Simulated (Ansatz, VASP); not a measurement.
# TeMo2 in VASP and in Ansatz

File INCAR:

```
ALGO = Normal
EDIFF = 1E-7
EDIFFG = -0.08
ENCUT = 500
GGA = PE
GGA_COMPAT = F
IBRION = 2
ISIF = 3
ISMEAR = 0
LASPH = T
LCHARG = F
LREAL = F
LWAVE = F
NELM = 120
NELMIN = 4
NSW = 36
PREC = Accurate
SIGMA = 0.2
```

KPOINTS

```
k-points
0
Gamma
  5 5 5
```

File POSCAR:

```
TeMo2
1.0
    0.0000000000      3.5022097800      3.5022097800
    3.5022097800      0.0000000000      3.5022097800
    3.5022097800      3.5022097800      0.0000000000
Te Mo
1 2
Direct
    0.5000000000      0.5000000000      0.5000000000
    0.0000000000      0.0000000000      0.0000000000
    0.2500000000      0.2500000000      0.2500000000
```

Input for Ansatz:

```yaml
crystal:
  lattice:
    - [0.0, 3.50220978, 3.50220978]
    - [3.50220978, 0.0, 3.50220978]
    - [3.50220978, 3.50220978, 0.0]
  atoms:
    - { symbol: Te, position: [0.5, 0.5, 0.5] }
    - { symbol: Mo, position: [0.0, 0.0, 0.0] }
    - { symbol: Mo, position: [0.25, 0.25, 0.25] }
basis:
  ecutwfc: 420
kpoints:
  mp_grid: { grid: [5, 5, 5] }
hamiltonian:
  xc: pbe
scf:
  occupations: { method: gaussian, width: 0.2 }
  lower_state_search: "off"
output:
  forces: true
  stress: true
  eigenvalues: true
relax:
  adjacent_minimum: "off"
  f_tol: 0.08
  max_steps: 16
  cell: { stress_tol: 0.8 }
```

Alike in both runs: task relaxation of cell and atoms; functional PBE; k mesh 5 × 5 × 5; occupations gaussian, width 0.2 eV; no spin polarisation.

```csv
,VASP,Ansatz
version,VASP 6.6.1,Ansatz 0.2.0
potentials or method,"VASP PAW PBE potentials, release 64 (Te, Mo_sv), cutoff 500 eV","scalar-relativistic, plane waves, PAW"
valence electrons in the cell,34,44
```

|  | VASP | Ansatz | Ansatz less VASP |
| --- | --- | --- | --- |
| gap on the k mesh at the Fermi level, each at its own relaxed structure (eV) | 0.24 | 0.24 | +0.002 |
| relaxed volume (Å³/atom) | 20.17 | 20.17 | -0.004 |
| relaxed cell length with the largest relative difference (Å) | 4.407 | 4.407 | -0.0003 |

VASP's potentials hold 34 valence electrons a cell and Ansatz's 44, so a difference there can come from the potentials and not from the codes.

Neither program's run includes spin-orbit coupling. Noted on VASP's run: the volume moved by over 15 % at a fixed basis, so the end points are rough.
